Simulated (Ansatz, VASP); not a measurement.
CO2 in VASP and in Ansatz

```xyz
12
Lattice="5.7194 0.0000 0.0000 0.0000 5.7194 0.0000 0.0000 0.0000 5.7194" Properties=species:S:1:pos:R:3 pbc="T T T"
C     0.0000    0.0000    0.0000
C     2.8597    0.0000    2.8597
C     2.8597    2.8597    0.0000
C     0.0000    2.8597    2.8597
O     0.6749    0.6749    0.6749
O     2.1848    5.0445    3.5346
O     3.5346    2.1848    5.0445
O     5.0445    3.5346    2.1848
O     5.0445    5.0445    5.0445
O     3.5346    0.6749    2.1848
O     2.1848    3.5346    0.6749
O     0.6749    2.1848    3.5346
```

Alike in both runs: functional PBE; dispersion D3(BJ); k mesh 4 × 4 × 4; occupations gaussian, width 0.02 eV; no spin polarisation.

Ansatz relaxed the structure, and its values are those at the end. VASP's run is a single point on that final structure, the one shown.

|  | VASP | Ansatz |
| --- | --- | --- |
| version | VASP 6.6.1 | Ansatz 0.2.0 |
| potentials or method | VASP PAW PBE potentials, release 64 (C, O), cutoff 520 eV | scalar-relativistic, plane waves, PAW |
| valence electrons in the cell | 64 | 64 |

Ansatz gave:

```
gap on the k mesh at the Fermi level (eV) : 6.74
least direct gap on the mesh (eV)         : 6.74
pressure (GPa)                            : 0.0
rms of the force components (eV/Å)        : 0.000
```

Task: Which values does VASP return?

Result: gap on the k mesh at the Fermi level (eV): 6.72; least direct gap on the mesh (eV): 6.72; pressure (GPa): 1.4; rms of the force components (eV/Å): 0.297.

One of these differences is far larger than is usual between the two programs; its cause wasn't traced.

Noted on VASP's run: the standard files for N, O and F lose accuracy on very short bonds.
